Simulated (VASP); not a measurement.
# SnO2 (R3m) in VASP: a series of runs, part 2 of 2

VASP 6.6.1.

## (4) Single point, LDA (atom 5 (O) moved +0.033 Å along Cartesian [0 0 1])

File INCAR:

```
SYSTEM = SnO2
PREC = Accurate
ENCUT = 520
EDIFF = 1E-7
ISMEAR = 0
SIGMA = 0.05
LREAL = .False.
LASPH = .True.
NELM = 100
ALGO = Normal
ISIF = 2
LWAVE = .False.
LCHARG = .False.
GGA = CA
NBANDS = 64
```

File KPOINTS:

```
Automatic mesh
0
Gamma
  6 6 6
  0 0 0
```

File POSCAR:

```
SnO2
1.0
   -3.2078313831     -1.8520423126      4.0813809037
    3.2078313831     -1.8520423126      4.0813809037
    0.0000000000      3.7040846251      4.0813809037
Sn O
4 8
Direct
    0.5000000000      0.5000000000      0.5000000000
    1.0000000000      1.0000000000      0.5000000000
    1.0000000000      0.5000000000      0.0000000000
    0.5000000000      1.0000000000      0.0000000000
    0.2479102133      0.2479102133      0.2479102133
    0.7451905456      0.7451905456      0.2451905456
    0.7451905456      0.2451905456      0.7451905456
    0.2451905456      0.7451905456      0.7451905456
    0.7548094544      0.7548094544      0.7548094544
    0.2548094544      0.2548094544      0.7548094544
    0.2548094544      0.7548094544      0.2548094544
    0.7548094544      0.2548094544      0.2548094544
```

Potentials or basis: VASP PAW LDA potentials, release 64 (Sn_d, O).

Command:

```sh
cat potpaw_LDA.64/Sn_d/POTCAR potpaw_LDA.64/O/POTCAR > POTCAR
mpirun -np 1 vasp_std > vasp.out
```

OUTCAR:

```text
SYSTEM = SnO2
   PREC = Accurate
   ENCUT = 520
   EDIFF = 1E-7
   ISMEAR = 0
   LREAL = .False.
   LASPH = .True.
   NELM = 100
   ISIF = 2
   GGA = CA

 ion  position               nearest neighbor table
   1  0.500  0.500  0.500-   7 2.09   8 2.09  11 2.09  12 2.09   6 2.09  10 2.09   2 3.21   2 3.21
                             3 3.21   4 3.21   4 3.21   3 3.21
   2  0.000  0.000  0.500-   7 2.09   8 2.09  11 2.09  12 2.09   9 2.09   5 2.10   1 3.21   1 3.21
                             3 3.21   3 3.21   4 3.21   4 3.21
   3  0.000  0.500  0.000-   6 2.09   9 2.09  10 2.09   8 2.09  12 2.09   5 2.10   4 3.21   4 3.21
                             2 3.21   1 3.21   1 3.21   2 3.21
   4  0.500  0.000  0.000-   6 2.09   9 2.09  10 2.09   7 2.09  11 2.09   5 2.10   3 3.21   3 3.21
                             1 3.21   1 3.21   2 3.21   2 3.21
   5  0.248  0.248  0.248-   3 2.10   4 2.10   2 2.10
   6  0.745  0.745  0.245-   3 2.09   4 2.09   1 2.09
   7  0.745  0.245  0.745-   1 2.09   2 2.09   4 2.09
   8  0.245  0.745  0.745-   1 2.09   2 2.09   3 2.09
   9  0.755  0.755  0.755-   3 2.09   4 2.09   2 2.09
  10  0.255  0.255  0.755-   3 2.09   4 2.09   1 2.09
  11  0.255  0.755  0.255-   1 2.09   2 2.09   4 2.09
  12  0.755  0.255  0.255-   1 2.09   2 2.09   3 2.09

  LATTYP: Found a trigonal (rhomboedric) cell.
 ALAT       =     5.5116161869
 COS(alpha) =     0.3225221110

  Lattice vectors:

 A1 = (  -3.2078313831,  -1.8520423126,   4.0813809037)
 A2 = (   3.2078313831,  -1.8520423126,   4.0813809037)
 A3 = (   0.0000000000,   3.7040846251,   4.0813809037)

Analysis of symmetry for initial positions (statically):
=====================================================================
 Subroutine PRICEL returns:
 Original cell was already a primitive cell.

 Routine SETGRP: Setting up the symmetry group for a
 trigonal (rhombohedral) supercell.

 Subroutine GETGRP returns: Found  6 space group operations
 (whereof  6 operations were pure point group operations)
 out of a pool of 12 trial point group operations.

The static configuration has the point symmetry C_3v.

Analysis of symmetry for dynamics (positions and initial velocities):
=====================================================================
 Subroutine PRICEL returns:
 Original cell was already a primitive cell.

 Routine SETGRP: Setting up the symmetry group for a
 trigonal (rhombohedral) supercell.

 Subroutine GETGRP returns: Found  6 space group operations
 (whereof  6 operations were pure point group operations)
 out of a pool of 12 trial point group operations.

The dynamic configuration has the point symmetry C_3v.

 Subroutine INISYM returns: Found  6 space group operations
 (whereof  6 operations are pure point group operations),
 and found     1 'primitive' translations

----------------------------------------------------------------------------------------

                                     Primitive cell

  volume of cell :     145.4859

  direct lattice vectors                    reciprocal lattice vectors
    -3.207831383 -1.852042313  4.081380904    -0.155868542 -0.089990745  0.081671704
     3.207831383 -1.852042313  4.081380904     0.155868542 -0.089990745  0.081671704
     0.000000000  3.704084625  4.081380904     0.000000000  0.179981489  0.081671704

[... 88 lines left out ...]
   dimension x,y,z NGX =    42 NGY =   42 NGZ =   42
   dimension x,y,z NGXF=    84 NGYF=   84 NGZF=   84
   ions per type =               4   8
   NGX,Y,Z   is equivalent  to a cutoff of  12.67, 12.67, 12.67 a.u.
   NGXF,Y,Z  is equivalent  to a cutoff of  25.34, 25.34, 25.34 a.u.
 SYSTEM =  SnO2
   PREC   = accura    normal or accurate (medium, high low for compatibility)
   ISTART =      0    job   : 0-new  1-cont  2-samecut
   ICHARG =      2    charge: 1-file 2-atom 10-const
   ISPIN  =      1    spin polarized calculation?
   LNONCOLLINEAR =      F non collinear calculations
   LSORBIT =      F    spin-orbit coupling
   LASPH  =      T    aspherical Exc in radial PAW
   ENCUT  =  520.0 eV  38.22 Ry    6.18 a.u.  10.25 10.25 10.25*2*pi/ulx,y,z
   NELM   =    100;   NELMIN=  2; NELMDL= -5     # of ELM steps
   EDIFF  = 0.1E-06   stopping-criterion for ELM
   LREAL  =      F    real-space projection
   EDIFFG = 0.1E-05   stopping-criterion for IOM
   NSW    =      0    number of steps for IOM
   IBRION =     -1    ionic relax: 0-MD 1-quasi-New 2-CG
   NFREE  =      0    steps in history (QN), initial steepest desc. (CG)
   ISIF   =      2    stress and relaxation
   ISYM   =      2    0-nonsym 1-usesym 2-fastsym
   POTIM  = 0.5000    time-step for ionic-motion
   TEBEG  =    0.0;   TEEND  =   0.0 temperature during run
   PSTRESS=    0.0 pullay stress
   NELECT =     104.0000    total number of electrons
   NUPDOWN=      -1.0000    fix difference up-down
   EMIN   =  10.00;   EMAX   =-10.00  energy-range for DOS
   EFERMI =   0.00;   METHOD = LEGACY
   ISMEAR =     0;   SIGMA  =   0.05  broadening in eV -4-tet -1-fermi 0-gaus
   EFERMI_NEDOS =   21; number of points for ismear=-14 and -15
   IALGO  =     38    algorithm
   IMIX   =      4    mixing-type and parameters
     AMIX     =   0.40;   BMIX     =  1.00
     AMIX_MAG =   1.60;   BMIX_MAG =  1.00
  volume/ion in A,a.u.               =      12.12        81.82
  Fermi-wavevector in a.u.,A,eV,Ry     =   1.463791  2.766163 29.152978  2.142683
  Thomas-Fermi vector in A             =   2.579844
   LORBIT       =      0    0 simple, 1 ext, 2 COOP (PROOUT), +10 PAW based schemes
   GGA     = CA    functional components
   LHFCALC =     F    Hartree Fock is set to
   AEXX    =    0.0000 exact exchange contribution
   IVDW    =     0    specifies the selected vdW correction
   LEPSILON=     F    determine dielectric tensor
   LRPA    =     F    only Hartree local field effects (RPA)
 non-spin polarized calculation
 Gauss-broadening in eV      SIGMA  =   0.05
  energy-cutoff  :      520.00
  volume of cell :      145.49
 maximum number of plane-waves:      3946
 NGX is ok and might be reduce to    42
   NGX = 21   NGY = 21   NGZ = 21

 number of electron     104.0000034 magnetization

 Free energy of the ion-electron system (eV)
  ---------------------------------------------------
  ext. energy  EPLUGINS =         0.00000000
  ---------------------------------------------------
  free energy    TOTEN  =       -82.23776235 eV

  energy without entropy =      -82.23776235  energy(sigma->0) =      -82.23776235

 E-fermi :   5.7899     XC(G=0): -11.6907

 val. band max:        5.5283645522   @ k =   0.0000   0.0000   0.0000
 cond. band min:       7.0606499311   @ k =   0.0000   0.0000   0.0000
 fundamental gap:      1.5322853789
 Fermi energy:         5.7899497369

 k-point     1 :       0.0000    0.0000    0.0000
  band No.  band energies     occupation
      1     -15.3585      2.00000
      2     -15.3585      2.00000
      3     -15.3298      2.00000
      4     -14.7659      2.00000
      5     -14.4666      2.00000
      6     -14.4666      2.00000
[... 1597 lines left out ...]
     63      15.0733      0.00000
     64      15.2109      0.00000

 [... further k-points ...]

------------------------ aborting loop because EDIFF is reached ----------------------------------------

  FORCE on cell =-STRESS in cart. coord.  units (eV):
  Direction    XX          YY          ZZ          XY          YZ          ZX
  --------------------------------------------------------------------------------------
  -------------------------------------------------------------------------------------
  Total        0.8986249      0.8986249     -0.1099529      0.0000000      0.0000000      0.0000000
  in kB        9.8961947      9.8961947     -1.2108669      0.0000000      0.0000000      0.0000000
  external PRESSURE =       6.1938408 kB  Pullay stress =       0.0000000 kB

 VOLUME and BASIS-vectors are now :
 -----------------------------------------------------------------------------
  energy-cutoff  :      520.00
  volume of cell :      145.49
      direct lattice vectors                 reciprocal lattice vectors
    -3.207831383 -1.852042313  4.081380904    -0.155868542 -0.089990745  0.081671704
     3.207831383 -1.852042313  4.081380904     0.155868542 -0.089990745  0.081671704
     0.000000000  3.704084625  4.081380904     0.000000000  0.179981489  0.081671704

 POSITION                                       TOTAL-FORCE (eV/Angst)
 -----------------------------------------------------------------------------------
      0.00000     -0.00000      6.12207         0.000000     -0.000000      0.001172
      0.00000      1.85204      2.04069         0.000000     -0.097442      0.085888
      1.60392     -0.92602      2.04069        -0.084387      0.048721      0.085888
     -1.60392     -0.92602      2.04069         0.084387      0.048721      0.085888
      0.00000     -0.00000      3.03545         0.000000      0.000000     -0.309227
      0.00000     -1.85204      7.08353         0.000000      0.002077      0.057426
     -1.60392      0.92602      7.08353         0.001799     -0.001039      0.057426
      1.60392      0.92602      7.08353        -0.001799     -0.001039      0.057426
      0.00000     -0.00000      9.24199         0.000000      0.000000     -0.056786
      0.00000      1.85204      5.16061         0.000000      0.076673     -0.021701
      1.60392     -0.92602      5.16061         0.066401     -0.038337     -0.021701
     -1.60392     -0.92602      5.16061        -0.066401     -0.038337     -0.021701
 -----------------------------------------------------------------------------------
    total drift:                                0.000000     -0.000000     -0.000274

  FREE ENERGIE OF THE ION-ELECTRON SYSTEM (eV)
  ---------------------------------------------------
  free  energy   TOTEN  =       -82.2377623491 eV

  energy  without entropy=      -82.2377623491  energy(sigma->0) =      -82.23776235
```

It took 5.3 min on 1 thread of Intel Xeon Platinum 8259CL at 2.50GHz (Skylake/Cascade Lake), shared host; peak memory 0.34 GiB.

Results:

* Free energy: -82.2378 eV
* Pressure: 0.6 GPa
* Largest force: 0.309 eV/Å
* Band gap on the k mesh: 1.53 eV

Forces on the atoms (eV/Å):
```
Sn   0.000  0.000  0.001
Sn   0.000 -0.097  0.086
Sn  -0.084  0.049  0.086
Sn   0.084  0.049  0.086
O    0.000  0.000 -0.309
O    0.000  0.002  0.057
O    0.002 -0.001  0.057
O   -0.002 -0.001  0.057
O    0.000  0.000 -0.057
O    0.000  0.077 -0.022
O    0.066 -0.038 -0.022
O   -0.066 -0.038 -0.022
```

Levels at points of the mesh, in eV from the valence-band top:
```
           k point  band 50  band 51  band 52  band 53  band 54  band 55
(0.00, 0.00, 0.00)    -0.07    -0.06     0.00     1.53     4.71     4.71
(0.50, 0.00, 0.00)    -0.41    -0.11    -0.09     4.14     4.16     5.66
(0.50, 0.50, 0.00)    -0.67    -0.23    -0.21     4.63     4.66     5.65
(0.50, 0.50, 0.50)    -1.16    -1.16    -1.16     3.77     5.45     5.45
```

Caveat: the cell differs from its parent crystal (atom 5 (O) moved +0.033 Å along Cartesian [0 0 1]); spin-orbit coupling is left out, which moves the levels of the heavy elements.

## (5) Single point, LDA (atom 5 (O) moved -0.067 Å along Cartesian [0 0 1])

File INCAR:

```
  PREC = Accurate
  ENCUT = 520
  EDIFF = 1E-6
  ISMEAR = 0
  SIGMA = 0.05
  LREAL = False
  LASPH = True
  NELM = 80
  ALGO = Normal
  ISIF = 2
  LWAVE = False
  LCHARG = False
  NBANDS = 64
```

File KPOINTS:

```
regular mesh
0
Gamma
  6 6 6
```

Edit POSCAR of step 4 so:

```diff
@@ -12,3 +12,3 @@
     0.5000000000      1.0000000000      0.0000000000
-    0.2479102133      0.2479102133      0.2479102133
+    0.2397430429      0.2397430429      0.2397430429
     0.7451905456      0.7451905456      0.2451905456
```

Command:

```sh
cat potpaw_LDA.64/Sn_d/POTCAR potpaw_LDA.64/O/POTCAR > POTCAR
mpirun -np 1 vasp_std > vasp.out
```

Run time: 9.3 min. Hardware: 1 thread of Intel Xeon 8259CL, shared host; peak memory 0.34 GiB.

The run converged. Its results:

- Free energy: -82.2125 eV
- Pressure: 1.8 GPa
- Largest force: 0.819 eV/Å
- Band gap on the k mesh: 1.59 eV

Forces in eV/Å, atoms in the order of the input:
```
Sn   0.000  0.000 -0.007
Sn   0.000  0.224 -0.173
Sn   0.194 -0.112 -0.173
Sn  -0.194 -0.112 -0.173
O    0.000  0.000  0.819
O    0.000 -0.004  0.075
O   -0.004  0.002  0.075
O    0.004  0.002  0.075
O    0.000  0.000 -0.075
O    0.000 -0.158 -0.147
O   -0.137  0.079 -0.147
O    0.137  0.079 -0.147
```

Stress tensor (GPa, compression positive):
```
2.17 0.00 0.00
0.00 2.17 0.00
0.00 0.00 1.11
```

Levels at points of the mesh, in eV from the valence-band top:
```tsv
k point	band 49	band 50	band 51	band 52	band 53	band 54	band 55	band 56
(0.00, 0.00, 0.00)	-0.11	-0.04	-0.04	0.00	1.59	4.78	4.84	4.84
(0.50, 0.00, 0.00)	-0.38	-0.38	-0.11	-0.08	4.21	4.24	5.75	5.79
(0.50, 0.50, 0.00)	-0.66	-0.63	-0.21	-0.18	4.70	4.74	5.73	5.77
(0.50, 0.50, 0.50)	-1.21	-1.12	-1.10	-1.10	3.79	5.52	5.56	5.56
```

Caveat: the cell differs from its parent crystal (atom 5 (O) moved -0.067 Å along Cartesian [0 0 1]); spin-orbit coupling is left out, which moves the levels of the heavy elements.

## (6) Single point, LDA (atom 5 (O) moved +0.200 Å along Cartesian [0 0 1])

File INCAR:

```
SYSTEM = SnO2
ALGO = Normal
EDIFF = 1E-7
ENCUT = 520
GGA = CA
ISIF = 2
ISMEAR = 0
LASPH = .TRUE.
LCHARG = .FALSE.
LREAL = .FALSE.
LWAVE = .FALSE.
NBANDS = 64
NELM = 60
PREC = Accurate
SIGMA = 0.05
```

File KPOINTS:

```
k-points
0
G
  6 6 6
  0 0 0
```

Edit POSCAR of step 5 so:

```diff
@@ -12,3 +12,3 @@
     0.5000000000      1.0000000000      0.0000000000
-    0.2397430429      0.2397430429      0.2397430429
+    0.2615248864      0.2615248864      0.2615248864
     0.7451905456      0.7451905456      0.2451905456
```

Potentials or basis: VASP PAW LDA potentials, release 64 (Sn_d, O).

Command:

```sh
cat potpaw_LDA.64/Sn_d/POTCAR potpaw_LDA.64/O/POTCAR > POTCAR
mpirun -np 1 vasp_std > vasp.out
```

OUTCAR:

```text
SYSTEM = SnO2
   EDIFF = 1E-7
   ENCUT = 520
   GGA = CA
   ISIF = 2
   ISMEAR = 0
   LASPH = .TRUE.
   LREAL = .FALSE.
   NELM = 60
   PREC = Accurate

 ion  position               nearest neighbor table
   1  0.500  0.500  0.500-   7 2.09   8 2.09  11 2.09  12 2.09   6 2.09  10 2.09   2 3.21   2 3.21
                             3 3.21   4 3.21   4 3.21   3 3.21
   2  0.000  0.000  0.500-   7 2.09   8 2.09  11 2.09  12 2.09   9 2.09   5 2.19   1 3.21   1 3.21
                             3 3.21   3 3.21   4 3.21   4 3.21
   3  0.000  0.500  0.000-   6 2.09   9 2.09  10 2.09   8 2.09  12 2.09   5 2.19   4 3.21   4 3.21
                             2 3.21   1 3.21   1 3.21   2 3.21
   4  0.500  0.000  0.000-   6 2.09   9 2.09  10 2.09   7 2.09  11 2.09   5 2.19   3 3.21   3 3.21
                             1 3.21   1 3.21   2 3.21   2 3.21
   5  0.262  0.262  0.262-   3 2.19   4 2.19   2 2.19
   6  0.745  0.745  0.245-   3 2.09   4 2.09   1 2.09
   7  0.745  0.245  0.745-   1 2.09   2 2.09   4 2.09
   8  0.245  0.745  0.745-   1 2.09   2 2.09   3 2.09
   9  0.755  0.755  0.755-   3 2.09   4 2.09   2 2.09
  10  0.255  0.255  0.755-   3 2.09   4 2.09   1 2.09
  11  0.255  0.755  0.255-   1 2.09   2 2.09   4 2.09
[... 1825 lines left out ...]

  FORCE on cell =-STRESS in cart. coord.  units (eV):
  Direction    XX          YY          ZZ          XY          YZ          ZX
  --------------------------------------------------------------------------------------
  -------------------------------------------------------------------------------------
  Total       -0.1309419     -0.1309419     -2.2245337      0.0000000      0.0000000      0.0000000
  in kB       -1.4420102     -1.4420102    -24.4978939      0.0000000      0.0000000      0.0000000
  external PRESSURE =      -9.1273048 kB  Pullay stress =       0.0000000 kB

 VOLUME and BASIS-vectors are now :
 -----------------------------------------------------------------------------
  energy-cutoff  :      520.00
  volume of cell :      145.49
      direct lattice vectors                 reciprocal lattice vectors
    -3.207831383 -1.852042313  4.081380904    -0.155868542 -0.089990745  0.081671704
     3.207831383 -1.852042313  4.081380904     0.155868542 -0.089990745  0.081671704
     0.000000000  3.704084625  4.081380904     0.000000000  0.179981489  0.081671704

 POSITION                                       TOTAL-FORCE (eV/Angst)
 -----------------------------------------------------------------------------------
      0.00000     -0.00000      6.12207         0.000000      0.000000     -0.020459
      0.00000      1.85204      2.04069         0.000000     -0.445675      0.488129
      1.60392     -0.92602      2.04069        -0.385965      0.222837      0.488129
     -1.60392     -0.92602      2.04069         0.385965      0.222837      0.488129
      0.00000     -0.00000      3.20215         0.000000      0.000000     -2.075095
      0.00000     -1.85204      7.08353         0.000000      0.011345      0.031406
     -1.60392      0.92602      7.08353         0.009825     -0.005673      0.031406
      1.60392      0.92602      7.08353        -0.009825     -0.005673      0.031406
      0.00000     -0.00000      9.24199         0.000000      0.000000     -0.024702
      0.00000      1.85204      5.16061         0.000000      0.449193      0.187217
      1.60392     -0.92602      5.16061         0.389013     -0.224597      0.187217
     -1.60392     -0.92602      5.16061        -0.389013     -0.224597      0.187217
 -----------------------------------------------------------------------------------
    total drift:                                0.000000     -0.000000     -0.000083

  FREE ENERGIE OF THE ION-ELECTRON SYSTEM (eV)
  ---------------------------------------------------
  free  energy   TOTEN  =       -82.0364180876 eV

  energy  without entropy=      -82.0364180876  energy(sigma->0) =      -82.03641809
```

It took 9.3 min on 1 thread of Intel Xeon 8259CL, shared host; peak memory 0.35 GiB.

Results:

- Free energy: -82.0364 eV
- Pressure: -0.9 GPa
- Largest force: 2.075 eV/Å
- Band gap on the k mesh: 1.33 eV

Forces on the atoms (eV/Å):
```
Sn   0.000  0.000 -0.020
Sn   0.000 -0.446  0.488
Sn  -0.386  0.223  0.488
Sn   0.386  0.223  0.488
O    0.000  0.000 -2.075
O    0.000  0.011  0.031
O    0.010 -0.006  0.031
O   -0.010 -0.006  0.031
O    0.000  0.000 -0.025
O    0.000  0.449  0.187
O    0.389 -0.225  0.187
O   -0.389 -0.225  0.187
```

Stress tensor (GPa, compression positive):
```
-0.14  0.00  0.00
 0.00 -0.14  0.00
 0.00  0.00 -2.45
```

Caveat: the cell differs from its parent crystal (atom 5 (O) moved +0.200 Å along Cartesian [0 0 1]); spin-orbit coupling is left out, which moves the levels of the heavy elements; forces of over 1 eV/Å act on the atoms, so gaps and moduli don't describe the material at rest.

## (7) Summary

```csv
cell,gap on the mesh (eV),pressure (GPa),largest force (eV/Å)
"as given, atomic positions A",1.62,3.7,2.33
"as given, atomic positions B",1.41,-0.4,1.39
"as given, atomic positions C",1.53,0.6,0.31
"as given, atomic positions D",1.59,1.8,0.82
"as given, atomic positions E",1.33,-0.9,2.08
```

Alike in all rows: task single point; level LDA; potentials or basis VASP PAW LDA potentials, release 64 (Sn_d, O); no spin polarisation; k mesh 6 × 6 × 6; cutoff (eV) 520; smearing gaussian 0.05 eV.

Caveats: spin-orbit coupling is left out, which moves the levels of the heavy elements; forces of over 1 eV/Å act on the atoms, so gaps and moduli don't describe the material at rest (at least some runs); the cell stands under pressure (at least some runs).

Absolute energies hang on the potentials; compare differences alone.
